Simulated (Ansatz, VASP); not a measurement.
**MgH2: VASP beside Ansatz**

```
Mg H
1.0
    -1.86520    1.86520    4.63433
     1.86520   -1.86520    4.63433
     1.86520    1.86520   -4.63433
Mg H
2 4
Direct
  0.75000 0.25000 0.50000
  0.00000 0.00000 0.00000
  0.53995 0.03995 0.50000
  0.78995 0.78995 0.00000
  0.21005 0.21005 0.00000
  0.96005 0.46005 0.50000
```

Alike in both runs: task single point; functional PBE; k mesh 8 × 8 × 8; no spin polarisation.

|  | VASP | Ansatz |
| --- | --- | --- |
| version | VASP 6.6.1 | Ansatz 0.2.0 |
| potentials or method | VASP PAW PBE potentials, release 64 (Mg, H) | plane waves, PAW |
| plane-wave cutoff (eV) | 520 | 420 |
| occupations | gaussian, width 0.01 eV | fixed |
| valence electrons in the cell | 8 | 24 |

|  | VASP | Ansatz | Ansatz less VASP |
| --- | --- | --- | --- |
| gap on the k mesh at the Fermi level (eV) | 3.61 | 3.61 | +0.006 |
| pressure (GPa) | 2.9 | 3.2 | +0.24 |
| traceless stress, the component that is largest in VASP (GPa) | 0.21 | 0.23 | +0.026 |
| rms of the force components (eV/Å) | 0.031 | 0.031 | +0.0003 |

Atom by atom the forces differ by 0.000 eV/Å (rms over components). VASP's potentials hold 8 valence electrons a cell and Ansatz's 24, so a difference there can come from the potentials and not from the codes.
